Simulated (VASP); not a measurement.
A run of VASP 6.6.1 is set up as follows.

File INCAR:

```
SYSTEM = SbPt
ALGO = Normal
EDIFF = 1E-6
ENCUT = 520
ISIF = 2
ISMEAR = -1
LASPH = .TRUE.
LCHARG = .TRUE.
LELF = .TRUE.
LREAL = .FALSE.
LVHAR = .TRUE.
LWAVE = .FALSE.
NBANDS = 23
NELM = 100
PREC = Accurate
SIGMA = 0.08
```

The input KPOINTS:

```
k-points
0
G
  11 11 8
  0 0 0
```

POSCAR

```
SbPt
1.0
    4.0473979132      0.0000000000      0.0000000000
   -2.0236989566      3.5051494120      0.0000000000
    0.0000000000      0.0000000000      5.4720000000
Sb Pt
2 2
Direct
    0.3333333333      0.6666666667      0.2500000000
    0.6666666667      0.3333333333      0.7500000000
    0.0000000000      0.0000000000      0.0000000000
    0.0000000000      0.0000000000      0.5000000000
```

Potentials or basis: VASP PAW LDA potentials, release 64 (Sb, Pt).

Run with:

```sh
$ cat potpaw_LDA.64/Sb/POTCAR potpaw_LDA.64/Pt/POTCAR > POTCAR
$ mpirun -np 1 vasp_std > vasp.out
```

Problem. Estimate the pressure.

Solution. 6.7 GPa.

Problem. Estimate the band gap on the k mesh.

Solution. Zero (band 15 reaches 13.28 eV, above the bottom of band 16 at 9.11 eV).

Stress tensor (GPa, compression positive):
```
7.71 0.00 0.00
0.00 7.71 0.00
0.00 0.00 4.72
```

Caveat: the cell differs from its parent crystal (equal xx and yy strain of -2 %); spin-orbit coupling is left out, which moves the levels of the heavy elements.
